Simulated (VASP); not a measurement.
Input of a VASP 6.6.1 run:

Contents of INCAR:

```
ALGO = Normal
EDIFF = 1E-6
ENCUT = 500
GGA = CA
GGA_COMPAT = False
ISIF = 2
ISMEAR = 0
LASPH = True
LCHARG = False
LREAL = False
LWAVE = False
NBANDS = 12
NELM = 120
PREC = Accurate
SIGMA = 0.1
```

File KPOINTS:

```
k-points
0
Gamma
  18 18 18
```

POSCAR

```
Nb
1.0
   -1.6238410962      1.6238410962      1.6238410962
    1.6238410962     -1.6238410962      1.6238410962
    1.6238410962      1.6238410962     -1.6238410962
Nb
1
Direct
    0.0000000000      0.0000000000      0.0000000000
```

Potentials or basis: VASP PAW LDA potentials, release 64 (Nb_sv).

Run with:

```bash
$ cat potpaw_LDA.64/Nb_sv/POTCAR > POTCAR
$ mpirun -np 1 vasp_std > vasp.out
```

Task: Predict the pressure.

Result: -0.2 GPa.

Task: Predict the band gap on the k mesh.

Result: Zero (an odd number of electrons rules out a gap without spin polarisation).
